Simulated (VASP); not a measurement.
Wanted: the native input for a VASP 6.6.1 run.

| Quantity | Value |
| --- | --- |
| Task | single point |
| Functional | PBE |
| Dispersion | D3(BJ) |
| Potentials or basis | VASP PAW PBE potentials, release 64 (Se) |
| Cutoff | 520 eV |
| k mesh | 12 × 12 × 8 |
| Occupations | gaussian, width 0.05 eV |
| Spin | no spin polarisation |
| Dipole correction | no |
| Further INCAR settings | ALGO = Normal; EDIFF = 1e-06; NBANDS = 16 |

The structure of Se lies in POSCAR:

```
Se
1.0
    4.0100014387      0.0000000000      0.0000000000
   -2.0050007193      3.4727631151      0.0000000000
    0.0000000000      0.0000000000      4.8553097419
Se
3
Direct
    0.2473450684      0.0000000000      0.3333333333
    0.0000000000      0.2473450684      0.6666666667
    0.7526549316      0.7526549316      0.0000000000
```

This cell differs from its parent crystal: volume 22.538 Å^3 an atom, c/a of the conventional cell 1.2108.

These files were run (other wordings do the same):

INCAR

```
ALGO = Normal ; EDIFF = 1E-6
ENCUT = 520 ; GGA = PE
ISIF = 2 ; ISMEAR = 0
IVDW = 12 ; LASPH = T
LCHARG = F ; LREAL = F
LWAVE = F ; NBANDS = 16
NELM = 80 ; PREC = Accurate
SIGMA = 0.05
```

KPOINTS

```
k-points
0
Gamma
  12 12 8
```

Potentials or basis: VASP PAW PBE potentials, release 64 (Se).

Launch:

```sh
$ cat potpaw_PBE.64/Se/POTCAR > POTCAR
$ mpirun -np 1 vasp_std > vasp.out
```

Results of the run:

```json
{"Pressure": "7.8 GPa", "Largest force": "0.785 eV/Å", "Band gap on the k mesh": "0.65 eV, indirect (least direct gap 0.92 eV)", "Dispersion energy per atom": "-0.389 eV"}
```

It took 45 s on 1 thread of Intel(R) Xeon(R) 6975P-C (Granite Rapids) (shared host), peak memory 0.25 GiB.
